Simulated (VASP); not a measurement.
# HfN (Fm-3m) in VASP: density of states with PBE

Aim: the density of states of HfN with PBE.

All numbers are computed with VASP 6.6.1; they aren't measurements. Logs are shortened: lines on timing, memory, paths and dates and some standing lists are left out, and cuts for length are marked.

## Step 1: The cell of the first run

The structure is cubic, space group Fm-3m (No. 225). The conventional cell has a = 4.548 Å, b = 4.548 Å, c = 4.548 Å, α = 90.00°, β = 90.00°, γ = 90.00°. Within 3.0 Å of Hf (site symmetry m-3m) lie 6 N at 2.27 Å. N (site symmetry m-3m) has 6 Hf at 2.27 Å within 3.0 Å.

## Step 2: Density of states, PBE

The input, POSCAR:

```
HfN
1.0
    0.0000000000      2.2739047892      2.2739047892
    2.2739047892      0.0000000000      2.2739047892
    2.2739047892      2.2739047892      0.0000000000
Hf N
1 1
Direct
    0.0000000000      0.0000000000      0.0000000000
    0.5000000000      0.5000000000      0.5000000000
```

The input, INCAR.step1:

```
PREC     = Accurate       # precision mode
ENCUT    = 520            # plane-wave cutoff, eV
EDIFF    = 1E-6           # SCF threshold, eV
ISMEAR   = 0              # smearing method
SIGMA    = 0.1            # smearing width, eV
LREAL    = F              # projectors in reciprocal space
LASPH    = T              # aspherical terms in the spheres
NELM     = 100            # most SCF steps
ALGO     = Normal         # electronic algorithm
ISIF     = 2              # what is computed and relaxed
LWAVE    = F              # write WAVECAR
LCHARG   = T              # write CHGCAR
LMAXMIX  = 4              # l up to which the mixer works
GGA      = PE             # functional
NBANDS   = 14             # bands
```

The input, KPOINTS.step1:

```
regular mesh
0
Gamma
  20 20 20
```

The input, INCAR.step2:

```
PREC     = Accurate       # precision mode
ENCUT    = 520            # plane-wave cutoff, eV
EDIFF    = 1E-6           # SCF threshold, eV
ISMEAR   = -5             # smearing method
SIGMA    = 0.1            # smearing width, eV
LREAL    = F              # projectors in reciprocal space
LASPH    = T              # aspherical terms in the spheres
NELM     = 100            # most SCF steps
ALGO     = Normal         # electronic algorithm
ISIF     = 2              # what is computed and relaxed
LWAVE    = F              # write WAVECAR
LCHARG   = F              # write CHGCAR
LMAXMIX  = 4              # l up to which the mixer works
GGA      = PE             # functional
LORBIT   = 11             # projections on sites
NBANDS   = 14             # bands
NEDOS    = 2001           # points of the DOS
ICHARG   = 11             # starting density
```

The input, KPOINTS.step2:

```
regular mesh
0
Gamma
  30 30 30
```

Potentials or basis: VASP PAW PBE potentials, release 64 (Hf_pv, N).

Launch:

```sh
$ cat potpaw_PBE.64/Hf_pv/POTCAR potpaw_PBE.64/N/POTCAR > POTCAR
$ cp INCAR.step1 INCAR
$ cp KPOINTS.step1 KPOINTS
$ mpirun -np 1 vasp_std > vasp.out
$ cp INCAR.step2 INCAR
$ cp KPOINTS.step2 KPOINTS
$ mpirun -np 1 vasp_std > vasp.out
```

OUTCAR:

```text
PREC = Accurate
   ENCUT = 520
   EDIFF = 1E-6
   ISMEAR = -5
   LREAL = F
   LASPH = T
   NELM = 100
   ISIF = 2
   GGA = PE
   LORBIT = 11
   ICHARG = 11

 ion  position               nearest neighbor table
   1  0.000  0.000  0.000-   2 2.27   2 2.27   2 2.27   2 2.27   2 2.27   2 2.27
   2  0.500  0.500  0.500-   1 2.27   1 2.27   1 2.27   1 2.27   1 2.27   1 2.27

  LATTYP: Found a face centered cubic cell.
 ALAT       =     4.5478095784

  Lattice vectors:

 A1 = (   0.0000000000,   2.2739047892,   2.2739047892)
 A2 = (   2.2739047892,   0.0000000000,   2.2739047892)
 A3 = (   2.2739047892,   2.2739047892,   0.0000000000)

Analysis of symmetry for initial positions (statically):
=====================================================================
 Subroutine PRICEL returns:
 Original cell was already a primitive cell.

 Routine SETGRP: Setting up the symmetry group for a
 face centered cubic supercell.

 Subroutine GETGRP returns: Found 48 space group operations
 (whereof 48 operations were pure point group operations)
 out of a pool of 48 trial point group operations.

The static configuration has the point symmetry O_h .

Analysis of symmetry for dynamics (positions and initial velocities):
=====================================================================
 Subroutine PRICEL returns:
 Original cell was already a primitive cell.

 Routine SETGRP: Setting up the symmetry group for a
 face centered cubic supercell.

 Subroutine GETGRP returns: Found 48 space group operations
 (whereof 48 operations were pure point group operations)
 out of a pool of 48 trial point group operations.

The dynamic configuration has the point symmetry O_h .

 Subroutine INISYM returns: Found 48 space group operations
 (whereof 48 operations are pure point group operations),
 and found     1 'primitive' translations

----------------------------------------------------------------------------------------

                                     Primitive cell

  volume of cell :      23.5151

  direct lattice vectors                    reciprocal lattice vectors
     0.000000000  2.273904789  2.273904789    -0.219886075  0.219886075  0.219886075
     2.273904789  0.000000000  2.273904789     0.219886075 -0.219886075  0.219886075
     2.273904789  2.273904789  0.000000000     0.219886075  0.219886075 -0.219886075

  length of vectors
     3.215786992  3.215786992  3.215786992     0.380853855  0.380853855  0.380853855

  position of ions in fractional coordinates (direct lattice)
     0.000000000  0.000000000  0.000000000
     0.500000000  0.500000000  0.500000000

  ion indices of the primitive-cell ions
   primitive index   ion index
                 1           1
                 2           2

----------------------------------------------------------------------------------------

 KPOINTS: regular mesh

Automatic generation of k-mesh.
 Grid dimensions read from file:
 generate k-points for:   30   30   30

 Generating k-lattice:

  Cartesian coordinates                     Fractional coordinates (reciprocal lattice)
    -0.007329536  0.007329536  0.007329536     0.033333333  0.000000000  0.000000000
     0.007329536 -0.007329536  0.007329536     0.000000000  0.033333333  0.000000000
     0.007329536  0.007329536 -0.007329536     0.000000000  0.000000000  0.033333333

  Length of vectors
     0.012695128  0.012695128  0.012695128

  Shift w.r.t. Gamma in fractional coordinates (k-lattice)
     0.000000000  0.000000000  0.000000000

 TETIRR: Found   3593 inequivalent tetrahedra from   162000

 Subroutine IBZKPT returns following result:
 ===========================================

 Found    752 irreducible k-points:

 Following reciprocal coordinates:
            Coordinates               Weight
  0.000000  0.000000  0.000000      1.000000
  0.033333  0.000000  0.000000      8.000000
  0.066667  0.000000  0.000000      8.000000
  0.100000  0.000000  0.000000      8.000000
  0.133333  0.000000  0.000000      8.000000
  0.166667  0.000000  0.000000      8.000000
[... 16 lines left out ...]
  0.233333  0.033333  0.000000     24.000000
  0.266667  0.033333  0.000000     24.000000
 [... further k-points ...]
   k-points           NKPTS =    752   k-points in BZ     NKDIM =    752   number of bands    NBANDS=     14
   number of dos      NEDOS =   2001   number of ions     NIONS =      2
   total plane-waves  NPLWV =  13824
   dimension x,y,z NGX =    24 NGY =   24 NGZ =   24
   dimension x,y,z NGXF=    48 NGYF=   48 NGZF=   48
   ions per type =               1   1
   NGX,Y,Z   is equivalent  to a cutoff of  12.41, 12.41, 12.41 a.u.
   NGXF,Y,Z  is equivalent  to a cutoff of  24.81, 24.81, 24.81 a.u.
 SYSTEM =  unknown system
   PREC   = accura    normal or accurate (medium, high low for compatibility)
   ISTART =      0    job   : 0-new  1-cont  2-samecut
   ICHARG =     11    charge: 1-file 2-atom 10-const
   ISPIN  =      1    spin polarized calculation?
   LNONCOLLINEAR =      F non collinear calculations
   LSORBIT =      F    spin-orbit coupling
   LASPH  =      T    aspherical Exc in radial PAW
   ENCUT  =  520.0 eV  38.22 Ry    6.18 a.u.   5.98  5.98  5.98*2*pi/ulx,y,z
   NELM   =    100;   NELMIN=  2; NELMDL=  0     # of ELM steps
   EDIFF  = 0.1E-05   stopping-criterion for ELM
   LREAL  =      F    real-space projection
   EDIFFG = 0.1E-04   stopping-criterion for IOM
   NSW    =      0    number of steps for IOM
   IBRION =     -1    ionic relax: 0-MD 1-quasi-New 2-CG
   NFREE  =      0    steps in history (QN), initial steepest desc. (CG)
   ISIF   =      2    stress and relaxation
   ISYM   =      2    0-nonsym 1-usesym 2-fastsym
   POTIM  = 0.5000    time-step for ionic-motion
   TEBEG  =    0.0;   TEEND  =   0.0 temperature during run
   PSTRESS=    0.0 pullay stress
   NELECT =      15.0000    total number of electrons
   NUPDOWN=      -1.0000    fix difference up-down
   EMIN   =  10.00;   EMAX   =-10.00  energy-range for DOS
   EFERMI =   0.00;   METHOD = LEGACY
   ISMEAR =    -5;   SIGMA  =   0.10  broadening in eV -4-tet -1-fermi 0-gaus
   EFERMI_NEDOS =   21; number of points for ismear=-14 and -15
   IALGO  =     38    algorithm
   IMIX   =      4    mixing-type and parameters
     AMIX     =   0.40;   BMIX     =  1.00
     AMIX_MAG =   1.60;   BMIX_MAG =  1.00
  volume/ion in A,a.u.               =      11.76        79.34
  Fermi-wavevector in a.u.,A,eV,Ry     =   1.409255  2.663106 27.021173  1.986000
  Thomas-Fermi vector in A             =   2.531330
   LORBIT       =     11    0 simple, 1 ext, 2 COOP (PROOUT), +10 PAW based schemes
   GGA     = PE    functional components
   LHFCALC =     F    Hartree Fock is set to
   AEXX    =    0.0000 exact exchange contribution
   IVDW    =     0    specifies the selected vdW correction
   LEPSILON=     F    determine dielectric tensor
   LRPA    =     F    only Hartree local field effects (RPA)
 non-spin polarized calculation
 Fermi weights with tetrahedron method with Bloechl corrections
  energy-cutoff  :      520.00
  volume of cell :       23.52
 maximum number of plane-waves:       646

 number of electron      15.0000000 magnetization

 Free energy of the ion-electron system (eV)
  ---------------------------------------------------
  ext. energy  EPLUGINS =         0.00000000
  ---------------------------------------------------
  free energy    TOTEN  =       -21.75583023 eV

  energy without entropy =      -21.75583023  energy(sigma->0) =      -21.75583023

 E-fermi :   8.2237     XC(G=0): -12.6290

 val. band max:        8.2591279102   @ k =  -0.1000   0.1000   0.0000
 cond. band min:       8.1917707929   @ k =   0.1000   0.0000   0.0000
 fundamental gap:     -0.0673571174
 Fermi energy:         8.2237227474

 k-point     1 :       0.0000    0.0000    0.0000
  band No.  band energies     occupation
      1     -23.0193      2.00000
      2     -23.0193      2.00000
      3     -23.0193      2.00000
      4      -9.1844      2.00000
      5       5.2038      2.00000
      6       5.2038      2.00000
      7       5.2038      2.00000
      8       7.8742      2.00000
      9       7.8742      2.00000
     10       7.8742      2.00000
     11       9.8193      0.00000
     12      10.1314      0.00000
     13      10.1314      0.00000
     14      17.7271      0.00000

 k-point     2 :       0.0333    0.0000    0.0000
  band No.  band energies     occupation
      1     -23.0300      2.00000
      2     -23.0202      2.00000
      3     -23.0202      2.00000
      4      -9.1597      2.00000
      5       5.0805      2.00000
      6       5.1353      2.00000
      7       5.1353      2.00000
      8       7.9101      2.00000
      9       7.9130      2.00000
     10       7.9130      2.00000
     11       9.9061      0.00000
     12      10.2180      0.00000
     13      10.2180      0.00000
     14      17.8136      0.00000

 k-point     3 :       0.0667    0.0000    0.0000
  band No.  band energies     occupation
      1     -23.0615      2.00000
      2     -23.0229      2.00000
      3     -23.0229      2.00000
      4      -9.0862      2.00000
      5       4.7508      2.00000
      6       4.9472      2.00000
      7       4.9472      2.00000
      8       7.9927      2.00000
      9       8.0229      2.02240
     10       8.0229      2.39698
     11      10.1539      0.00000
     12      10.4661      0.00000
     13      10.4661      0.00000
     14      18.0677      0.00000
[... 324 lines left out ...]
 k-point    23 :       0.2333    0.0333    0.0000
  band No.  band energies     occupation
      1     -23.4077      2.00000
      2     -23.0640      2.00000
      3     -23.0495      2.00000
      4      -8.2042      2.00000
      5       2.2266      2.00000
      6       3.4255      2.00000
      7       3.6102      2.00000
      8       8.4176     -0.06828
      9       9.2061      0.00000
     10       9.4470      0.00000
     11      12.1696      0.00000
     12      12.5651      0.00000
     13      13.3620      0.00000
     14      20.3345      0.00000

 k-point    24 :       0.2667    0.0333    0.0000
  band No.  band energies     occupation
      1     -23.4997      2.00000
      2     -23.0727      2.00000
      3     -23.0580      2.00000
      4      -7.9477      2.00000
      5       1.7078      2.00000
      6       3.1327      2.00000
      7       3.3130      2.00000
      8       8.6449     -0.00293
      9       9.5544      0.00000
     10       9.8197      0.00000
     11      12.6405      0.00000
     12      13.1837      0.00000
     13      13.9528      0.00000
     14      20.3311      0.00000

 [... further k-points ...]
[... 5 lines left out ...]
  --------------------------------------------------------------------------------------
  -------------------------------------------------------------------------------------
  Total       -0.3469025     -0.3469025     -0.3469025      0.0000000      0.0000000     -0.0000000
  in kB      -23.6358490    -23.6358490    -23.6358490      0.0000000      0.0000000     -0.0000000
  external PRESSURE =     -23.6358490 kB  Pullay stress =       0.0000000 kB

 VOLUME and BASIS-vectors are now :
 -----------------------------------------------------------------------------
  energy-cutoff  :      520.00
  volume of cell :       23.52
      direct lattice vectors                 reciprocal lattice vectors
     0.000000000  2.273904789  2.273904789    -0.219886075  0.219886075  0.219886075
     2.273904789  0.000000000  2.273904789     0.219886075 -0.219886075  0.219886075
     2.273904789  2.273904789  0.000000000     0.219886075  0.219886075 -0.219886075

 POSITION                                       TOTAL-FORCE (eV/Angst)
 -----------------------------------------------------------------------------------
      0.00000      0.00000      0.00000         0.000000     -0.000000      0.000000
      2.27390      2.27390      2.27390        -0.000000      0.000000     -0.000000
 -----------------------------------------------------------------------------------
    total drift:                                0.000000     -0.000000     -0.000000

  FREE ENERGIE OF THE ION-ELECTRON SYSTEM (eV)
  ---------------------------------------------------
  free  energy   TOTEN  =       -21.7558302274 eV

  energy  without entropy=      -21.7558302274  energy(sigma->0) =      -21.75583023

 total charge

# of ion       s       p       d       tot
------------------------------------------
    1        0.286   6.547   1.730   8.562
    2        1.233   2.498   0.000   3.731
--------------------------------------------------
tot          1.518   9.045   1.730  12.293
```

Wall time 53 s (1 thread of Intel Xeon 6975P-C (Granite Rapids), shared host); peak memory 0.35 GiB.

Results:

- Valence electrons inside the program's atomic spheres: Hf 8.56; N 3.73

Caveat: spin-orbit coupling is left out, which moves the levels of the heavy elements; tetrahedron occupations give inexact forces and stress in metals.
